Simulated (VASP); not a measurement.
# Ag in VASP: notebook, part 2 of 2

VASP 6.6.1.

**4. Single point, PBE**

This run uses another cell than the first one, of 43.16 Å³/atom, 1.641 times its volume.

File INCAR:

```
PREC = Accurate
ENCUT = 520
EDIFF = 1E-7
ISMEAR = -1
SIGMA = 0.05
LREAL = F
LASPH = T
NELM = 60
ALGO = Normal
ISIF = 2
LWAVE = F
LCHARG = T
LDIPOL = T
IDIPOL = 3
DIPOL = 0.5 0.5 0.500
GGA = PE
LELF = T
LVHAR = T
LVACPOTAV = T
NBANDS = 30
```

File KPOINTS:

```
Automatic mesh
0
Gamma
  14 14 1
```

File POSCAR:

```
Ag
1.0
    2.9322829450      0.0000000000      0.0000000000
   -1.4661414725      2.5394315215      0.0000000000
    0.0000000000      0.0000000000     23.1826000000
Ag
4
Direct
    0.0000000000      0.0000000000      0.3462808475
    0.3333333333      0.6666666667      0.4490450075
    0.6666666667      0.3333333333      0.5509549916
    0.0000000000      0.0000000000      0.6537191526
```

Potentials or basis: VASP PAW PBE potentials, release 64 (Ag).

Command:

```sh
$ cat potpaw_PBE.64/Ag/POTCAR > POTCAR
$ mpirun -np 1 vasp_std > vasp.out
```

OUTCAR:

```text
PREC = Accurate
   ENCUT = 520
   EDIFF = 1E-7
   ISMEAR = -1
   LREAL = F
   LASPH = T
   NELM = 60
   ISIF = 2
   GGA = PE

 ion  position               nearest neighbor table
   1  0.000  0.000  0.346-   2 2.92   2 2.92   2 2.92
   2  0.333  0.667  0.449-   3 2.91   3 2.91   3 2.91   1 2.92   1 2.92   1 2.92
   3  0.667  0.333  0.551-   2 2.91   2 2.91   2 2.91   4 2.92   4 2.92   4 2.92
   4  0.000  0.000  0.654-   3 2.92   3 2.92   3 2.92

  LATTYP: Found a hexagonal cell.
 ALAT       =     2.9322829450
 C/A-ratio  =     7.9059901227

  Lattice vectors:

 A1 = (   2.9322829450,   0.0000000000,   0.0000000000)
 A2 = (  -1.4661414725,   2.5394315215,   0.0000000000)
 A3 = (   0.0000000000,   0.0000000000,  23.1826000000)

Analysis of symmetry for initial positions (statically):
=====================================================================
 Subroutine PRICEL returns:
 Original cell was already a primitive cell.

 Routine SETGRP: Setting up the symmetry group for a
 hexagonal supercell.

 Subroutine GETGRP returns: Found 12 space group operations
 (whereof 12 operations were pure point group operations)
 out of a pool of 24 trial point group operations.

The static configuration has the point symmetry D_3d.

Analysis of symmetry for dynamics (positions and initial velocities):
=====================================================================
 Subroutine PRICEL returns:
 Original cell was already a primitive cell.

 Routine SETGRP: Setting up the symmetry group for a
 hexagonal supercell.

 Subroutine GETGRP returns: Found 12 space group operations
 (whereof 12 operations were pure point group operations)
 out of a pool of 24 trial point group operations.

The dynamic configuration has the point symmetry D_3d.

 Subroutine INISYM returns: Found 12 space group operations
 (whereof 12 operations are pure point group operations),
 and found     1 'primitive' translations

[... 113 lines left out ...]
   EFERMI_NEDOS =   21; number of points for ismear=-14 and -15
   IALGO  =     38    algorithm
   IMIX   =      4    mixing-type and parameters
     AMIX     =   0.40;   BMIX     =  1.00
     AMIX_MAG =   1.60;   BMIX_MAG =  1.00
  volume/ion in A,a.u.               =      43.16       291.23
  Fermi-wavevector in a.u.,A,eV,Ry     =   1.037985  1.961506 14.659079  1.077412
  Thomas-Fermi vector in A             =   2.172448
   LORBIT       =      0    0 simple, 1 ext, 2 COOP (PROOUT), +10 PAW based schemes
   GGA     = PE    functional components
[... 5 lines left out ...]
 non-spin polarized calculation
  energy-cutoff  :      520.00
  volume of cell :      172.63
 maximum number of plane-waves:      4743
 NGX is ok and might be reduce to    24
   NGX = 11   NGY = 11   NGZ = 87

 number of electron      44.0000012 magnetization

 dipolmoment           0.000000      0.000000      0.000000 electrons x Angstroem

 Free energy of the ion-electron system (eV)
  ---------------------------------------------------
  ext. energy  EPLUGINS =         0.00000000
  ---------------------------------------------------
  free energy    TOTEN  =       -10.20516961 eV

  energy without entropy =      -10.19764853  energy(sigma->0) =      -10.20140907

 E-fermi :   0.6347     XC(G=0):  -5.6286

 val. band max:        0.6100082553   @ k =   0.4286   0.0714   0.0000
 cond. band min:       0.6484651566   @ k =   0.3571  -0.0000   0.0000
 fundamental gap:      0.0384569013
 Fermi energy:         0.6346605149

 k-point     1 :       0.0000    0.0000    0.0000
  band No.  band energies     occupation
      1      -6.4646      2.00000
      2      -5.5955      2.00000
      3      -5.3446      2.00000
      4      -5.1860      2.00000
      5      -3.9819      2.00000
      6      -3.9557      2.00000
[... 781 lines left out ...]
     29       7.2791      0.00000
     30       7.6360      0.00000

------------------------ aborting loop because EDIFF is reached ----------------------------------------

  FORCE on cell =-STRESS in cart. coord.  units (eV):
  Direction    XX          YY          ZZ          XY          YZ          ZX
  --------------------------------------------------------------------------------------
  -------------------------------------------------------------------------------------
  Total       -0.7423266     -0.7423266     -0.1135689      0.0000000      0.0000000      0.0000000
  in kB       -6.8897127     -6.8897127     -1.0540602      0.0000000      0.0000000      0.0000000
  external PRESSURE =      -4.9444952 kB  Pullay stress =       0.0000000 kB

 VOLUME and BASIS-vectors are now :
 -----------------------------------------------------------------------------
  energy-cutoff  :      520.00
  volume of cell :      172.63
      direct lattice vectors                 reciprocal lattice vectors
     2.932282945  0.000000000  0.000000000     0.341031210  0.196894461  0.000000000
    -1.466141472  2.539431522  0.000000000     0.000000000  0.393788921  0.000000000
     0.000000000  0.000000000 23.182600000     0.000000000  0.000000000  0.043135800

 POSITION                                       TOTAL-FORCE (eV/Angst)
 -----------------------------------------------------------------------------------
      0.00000      0.00000      8.02769         0.000000     -0.000000      0.012034
     -0.00000      1.69295     10.41003         0.000000      0.000000     -0.002024
      1.46614      0.84648     12.77257        -0.000000     -0.000000      0.002024
      0.00000      0.00000     15.15491        -0.000000      0.000000     -0.012034
 -----------------------------------------------------------------------------------
    total drift:                               -0.000000      0.000000      0.000017

  FREE ENERGIE OF THE ION-ELECTRON SYSTEM (eV)
  ---------------------------------------------------
  free  energy   TOTEN  =       -10.2051696064 eV

  energy  without entropy=      -10.1976485309  energy(sigma->0) =      -10.20140907

 vacuum level on the upper side and lower side of the slab         5.100         5.100
```

OSZICAR:

```text
N       E                     dE             d eps       ncg     rms          rms(c)
DAV:   1     0.267793256714E+03    0.26779E+03   -0.20479E+04  1440   0.127E+03
DAV:   2    -0.423385101928E+01   -0.27203E+03   -0.25793E+03  1572   0.279E+02
DAV:   3    -0.109727443521E+02   -0.67389E+01   -0.66566E+01  1626   0.464E+01
[... 13 lines left out ...]
DAV:  17    -0.102051615949E+02   -0.43688E-05   -0.21636E-07  1170   0.111E-03    0.292E-04
DAV:  18    -0.102051666550E+02   -0.50601E-05   -0.62053E-08  1110   0.646E-04    0.169E-04
DAV:  19    -0.102051685026E+02   -0.18476E-05   -0.25122E-08  1100   0.386E-04    0.118E-04
DAV:  20    -0.102051693295E+02   -0.82691E-06   -0.11090E-08  1062   0.246E-04    0.535E-05
DAV:  21    -0.102051695751E+02   -0.24558E-06   -0.33483E-09  1052   0.118E-04    0.109E-05
DAV:  22    -0.102051696064E+02   -0.31288E-07   -0.25782E-10   930   0.484E-05
   1 F= -.10205170E+02 E0= -.10201409E+02  d E =-.752108E-02
```

stdout:

```text
POSCAR found type information on POSCAR Ag
 POSCAR found :  1 types and       4 ions
 scaLAPACK will be used
 LDA part: xc-table for (Slater+PW92), standard interpolation
 POSCAR, INCAR and KPOINTS ok, starting setup
 FFT: planning ... GRIDC
 FFT: planning ... GRID_SOFT
 FFT: planning ... GRID
 WAVECAR not read
 entering main loop
 -----------------------------------------------------------------------------
|                                                                             |
|           W    W    AA    RRRRR   N    N  II  N    N   GGGG   !!!           |
|           W    W   A  A   R    R  NN   N  II  NN   N  G    G  !!!           |
|           W    W  A    A  R    R  N N  N  II  N N  N  G       !!!           |
|           W WW W  AAAAAA  RRRRR   N  N N  II  N  N N  G  GGG   !            |
|           WW  WW  A    A  R   R   N   NN  II  N   NN  G    G                |
|           W    W  A    A  R    R  N    N  II  N    N   GGGG   !!!           |
|                                                                             |
|     Did not find any points to average over, which means that no vacuum     |
|     field-free region was found. Please increase the size of  your cell     |
|     in the dimension of the dipole correction to obtain accurate            |
|     workfunction values.                                                    |
|                                                                             |
 -----------------------------------------------------------------------------
```

Run time: 2.5 min. Hardware: 1 thread of Intel Xeon Platinum 8259CL at 2.50GHz (Skylake/Cascade Lake), shared host; peak memory 0.34 GiB.

Results:

```
Free energy            : -10.2052 eV
Largest force          : 0.012 eV/Å
Band gap on the k mesh : zero (band 22 reaches 3.54 eV, above the bottom of band 23 at -2.35 eV)
```

Forces in eV/Å, atoms in the order of the input:
```
Ag   0.000  0.000  0.012
Ag   0.000  0.000 -0.002
Ag   0.000  0.000  0.002
Ag   0.000  0.000 -0.012
```

**5. Single point, PBE**

This run uses another cell than the first one, of 43.16 Å³/atom, 1.641 times its volume.

File INCAR:

```
SYSTEM = Ag
PREC = Accurate
ENCUT = 520
EDIFF = 1E-6
ISMEAR = -1
SIGMA = 0.05
LREAL = .False.
LASPH = .True.
NELM = 80
ALGO = Normal
ISIF = 2
LWAVE = .False.
LCHARG = .False.
LDIPOL = .True.
IDIPOL = 3
DIPOL = 0.5 0.5 0.500
GGA = PE
NBANDS = 30
```

File KPOINTS:

```
Automatic mesh
0
Gamma
  14 14 1
  0 0 0
```

POSCAR is that of step 4.

Potentials or basis: VASP PAW PBE potentials, release 64 (Ag).

Command:

```sh
$ cat potpaw_PBE.64/Ag/POTCAR > POTCAR
$ mpirun -np 1 vasp_std > vasp.out
```

OUTCAR:

```text
SYSTEM = Ag
   PREC = Accurate
   ENCUT = 520
   EDIFF = 1E-6
   ISMEAR = -1
   LREAL = .False.
   LASPH = .True.
   NELM = 80
   ISIF = 2
   GGA = PE

 ion  position               nearest neighbor table
   1  0.000  0.000  0.346-   2 2.92   2 2.92   2 2.92
   2  0.333  0.667  0.449-   3 2.91   3 2.91   3 2.91   1 2.92   1 2.92   1 2.92
   3  0.667  0.333  0.551-   2 2.91   2 2.91   2 2.91   4 2.92   4 2.92   4 2.92
   4  0.000  0.000  0.654-   3 2.92   3 2.92   3 2.92

  LATTYP: Found a hexagonal cell.
 ALAT       =     2.9322829450
 C/A-ratio  =     7.9059901227

  Lattice vectors:

 A1 = (   2.9322829450,   0.0000000000,   0.0000000000)
 A2 = (  -1.4661414725,   2.5394315215,   0.0000000000)
 A3 = (   0.0000000000,   0.0000000000,  23.1826000000)

Analysis of symmetry for initial positions (statically):
=====================================================================
 Subroutine PRICEL returns:
 Original cell was already a primitive cell.

[... 175 lines left out ...]

 val. band max:        0.6100079721   @ k =   0.4286   0.0714   0.0000
 cond. band min:       0.6484645592   @ k =   0.3571  -0.0000   0.0000
 fundamental gap:      0.0384565871
 Fermi energy:         0.6346600925

 k-point     1 :       0.0000    0.0000    0.0000
  band No.  band energies     occupation
      1      -6.4646      2.00000
      2      -5.5955      2.00000
      3      -5.3446      2.00000
      4      -5.1860      2.00000
      5      -3.9819      2.00000
      6      -3.9557      2.00000
[... 781 lines left out ...]
     29       7.2791      0.00000
     30       7.6360      0.00000

------------------------ aborting loop because EDIFF is reached ----------------------------------------

 vacuum level on the upper side and lower side of the slab       (xc-potential included)        -0.110        -0.110

  FORCE on cell =-STRESS in cart. coord.  units (eV):
  Direction    XX          YY          ZZ          XY          YZ          ZX
  --------------------------------------------------------------------------------------
  -------------------------------------------------------------------------------------
  Total       -0.7423242     -0.7423242     -0.1135845      0.0000000     -0.0000000      0.0000000
  in kB       -6.8896899     -6.8896899     -1.0542051      0.0000000     -0.0000000      0.0000000
  external PRESSURE =      -4.9445283 kB  Pullay stress =       0.0000000 kB

 VOLUME and BASIS-vectors are now :
 -----------------------------------------------------------------------------
  energy-cutoff  :      520.00
  volume of cell :      172.63
      direct lattice vectors                 reciprocal lattice vectors
     2.932282945  0.000000000  0.000000000     0.341031210  0.196894461  0.000000000
    -1.466141472  2.539431522  0.000000000     0.000000000  0.393788921  0.000000000
     0.000000000  0.000000000 23.182600000     0.000000000  0.000000000  0.043135800

 POSITION                                       TOTAL-FORCE (eV/Angst)
 -----------------------------------------------------------------------------------
      0.00000      0.00000      8.02769        -0.000000     -0.000000      0.012037
     -0.00000      1.69295     10.41003         0.000000     -0.000000     -0.002021
      1.46614      0.84648     12.77257        -0.000000      0.000000      0.002021
      0.00000      0.00000     15.15491        -0.000000      0.000000     -0.012037
 -----------------------------------------------------------------------------------
    total drift:                               -0.000000      0.000000      0.000017

  FREE ENERGIE OF THE ION-ELECTRON SYSTEM (eV)
  ---------------------------------------------------
  free  energy   TOTEN  =       -10.2051695696 eV

  energy  without entropy=      -10.1976484908  energy(sigma->0) =      -10.20140903

 vacuum level on the upper side and lower side of the slab         5.019         5.019
```

OSZICAR:

```text
N       E                     dE             d eps       ncg     rms          rms(c)
DAV:   1     0.267793256714E+03    0.26779E+03   -0.20479E+04  1440   0.127E+03
DAV:   2    -0.423385101928E+01   -0.27203E+03   -0.25793E+03  1572   0.279E+02
DAV:   3    -0.109727443521E+02   -0.67389E+01   -0.66566E+01  1626   0.464E+01
[... 13 lines left out ...]
DAV:  17    -0.102051616032E+02   -0.39060E-05   -0.16848E-07  1130   0.112E-03    0.296E-04
DAV:  18    -0.102051656829E+02   -0.40797E-05   -0.38059E-08  1076   0.536E-04    0.171E-04
DAV:  19    -0.102051682356E+02   -0.25527E-05   -0.34294E-08  1050   0.433E-04    0.119E-04
DAV:  20    -0.102051692749E+02   -0.10394E-05   -0.14857E-08   924   0.242E-04    0.560E-05
DAV:  21    -0.102051695696E+02   -0.29464E-06   -0.43495E-09   912   0.116E-04
   1 F= -.10205170E+02 E0= -.10201409E+02  d E =-.752108E-02
```

stdout:

```text
POSCAR found type information on POSCAR Ag
 POSCAR found :  1 types and       4 ions
 scaLAPACK will be used
 LDA part: xc-table for (Slater+PW92), standard interpolation
 POSCAR, INCAR and KPOINTS ok, starting setup
 FFT: planning ... GRIDC
 FFT: planning ... GRID_SOFT
 FFT: planning ... GRID
 WAVECAR not read
 entering main loop
```

Wall time 2.4 min (1 thread of Intel Xeon Platinum 8259CL at 2.50GHz (Skylake/Cascade Lake), shared host); peak memory 0.34 GiB.

Results:

```
Free energy            : -10.2052 eV
Largest force          : 0.012 eV/Å
Band gap on the k mesh : zero (band 22 reaches 3.54 eV, above the bottom of band 23 at -2.35 eV)
```

Forces in eV/Å, atoms in the order of the input:
```
Ag   0.000  0.000  0.012
Ag   0.000  0.000 -0.002
Ag   0.000  0.000  0.002
Ag   0.000  0.000 -0.012
```

Levels at points of the mesh, in eV from the Fermi level:
| k point | band 20 | band 21 | band 22 | band 23 | band 24 | band 25 |
| --- | --- | --- | --- | --- | --- | --- |
| (0.00, 0.00, 0.00) | -3.23 | -3.22 | -2.98 | -2.98 | -0.88 | 0.38 |
| (0.50, 0.00, 0.00) | -2.71 | 0.18 | 0.91 | 1.40 | 1.65 | 3.84 |
